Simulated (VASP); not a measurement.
Runs of VASP 6.6.1 on SrTiO3. The structure is that of space group I4/mcm (No. 140), or close to it. The cells are those of the table. 

```csv
cell,gap on the mesh (eV),pressure (GPa),largest force (eV/Å)
"a = 5.680 Å, angles 120.2, 120.2, 89.7°, 10 atoms",1.77,-8.4,0.03
"a = 5.532, b = 5.532, c = 5.500 Å, angles 119.5, 119.5, 88.9°, 10 atoms",1.82,(b),0.06
"a = 5.550, b = 5.550, c = 5.534 Å, angles 119.8, 119.8, 89.3°, 10 atoms",1.87,0.7,0.03
"a = 5.624 Å, angles 120.2, 120.2, 89.7°, 10 atoms",(a),(c),0.02
```

Alike in all rows: task single point; level PBE; potentials or basis VASP PAW PBE potentials, release 64 (Sr_sv, Ti_sv, O); no spin polarisation; k mesh 8 × 8 × 8; cutoff (eV) 520; smearing gaussian 0.05 eV.

Q: Fill in the values left out.

A: (a) 1.83; (b) 0.9; (c) -4.2.

A k mesh can miss the band edges, and the runs leave out spin-orbit coupling on Sr.
